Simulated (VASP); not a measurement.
A run of VASP 6.6.1 is set up as follows.

Contents of POSCAR:

```
Te
1.0
    3.8202894285     -2.1482026000      0.0000000000
    3.8202894285      2.1482026000      0.0000000000
   -0.0942908673      0.0000000000      5.9760906531
Te
3
Direct
    0.0000000000      0.0000000000      0.0000000000
    0.3094466100      0.3094466100      0.3388094900
    0.6905533900      0.6905533900      0.6611905100
```

Contents of INCAR.step1:

```
ALGO = Normal ; EDIFF = 1E-5
ENCUT = 520 ; GGA = PE
ISIF = 2 ; ISMEAR = -1
LASPH = T ; LREAL = F
LWAVE = T ; NBANDS = 16
NELM = 60 ; PREC = Accurate
SIGMA = 0.05
```

INCAR.step2

```
ALGO = Normal ; EDIFF = 1E-6
ENCUT = 520 ; GGA = PE
HFSCREEN = 0.2079 ; ISIF = 2
ISMEAR = -1 ; ISTART = 1
LASPH = T ; LCHARG = T
LELF = T ; LHFCALC = T
LREAL = F ; LVHAR = T
LWAVE = F ; NBANDS = 16
NELM = 60 ; PREC = Accurate
PRECFOCK = Normal ; SIGMA = 0.05
```

File KPOINTS:

```
k-points
0
Gamma
  4 4 3
```

Potentials or basis: VASP PAW PBE potentials, release 64 (Te).

The run is started by

```bash
$ cat potpaw_PBE.64/Te/POTCAR > POTCAR
$ cp INCAR.step1 INCAR
$ mpirun -np 1 vasp_std > vasp.out
$ cp INCAR.step2 INCAR
$ mpirun -np 1 vasp_std > vasp.out
```

Predict the band gap on the k mesh.

0.21 eV.

Predict the largest force.

0.358 eV/Å.

Stress tensor (GPa, compression positive):
```
-1.11  0.00 -0.05
 0.00 -1.68  0.00
-0.05  0.00 -2.22
```

Caveat: the PAW data sets were made with another functional, which shifts forces and pressure a little; spin-orbit coupling is left out, which moves the levels of the heavy elements. A k mesh can miss the band edges.
